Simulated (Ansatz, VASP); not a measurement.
**K: VASP beside Ansatz**

Contents of INCAR:

```
PREC = Accurate
ENCUT = 520
EDIFF = 1E-7
ISMEAR = 0
SIGMA = 0.15
LREAL = False
LASPH = True
NELM = 60
ALGO = Fast
ISIF = 2
LWAVE = False
LCHARG = False
GGA = PE
NBANDS = 10
```

KPOINTS

```
regular mesh
0
Gamma
  14 14 14
```

POSCAR

```
K
1.0
   -2.5757668083      2.5757668083      2.7045551488
    2.5757668083     -2.5757668083      2.7045551488
    2.5757668083      2.5757668083     -2.7045551488
K
1
Direct
    0.0000000000      0.0000000000      0.0000000000
```

Input for Ansatz:

```yaml
crystal:
  lattice:
    - [-2.5757668083, 2.5757668083, 2.7045551488]
    - [2.5757668083, -2.5757668083, 2.7045551488]
    - [2.5757668083, 2.5757668083, -2.7045551488]
  atoms:
    - { symbol: K, position: [0.0, 0.0, 0.0] }
basis:
  ecutwfc: 420
kpoints:
  mp_grid: { grid: [14, 14, 14] }
hamiltonian:
  xc: pbe
scf:
  occupations: { method: gaussian, width: 0.15 }
output:
  forces: true
  stress: true
  eigenvalues: true
```

Alike in both runs: task single point; functional PBE; k mesh 14 × 14 × 14; occupations gaussian, width 0.15 eV; no spin polarisation.

```csv
,VASP,Ansatz
version,VASP 6.6.1,Ansatz 0.2.0
potentials or method,"VASP PAW PBE potentials, release 64 (K_sv), cutoff 520 eV","scalar-relativistic, plane waves, PAW"
valence electrons in the cell,9,9
```

|  | VASP | Ansatz | Ansatz less VASP |
| --- | --- | --- | --- |
| gap on the k mesh at the Fermi level (eV) | none | none | - |
| pressure (GPa) | 0.1 | 0.1 | +0.01 |

A gap of «none» marks a metal or a gap that the smearing closes. The functional is the same, so the differences come from potentials, cutoffs and numerics.
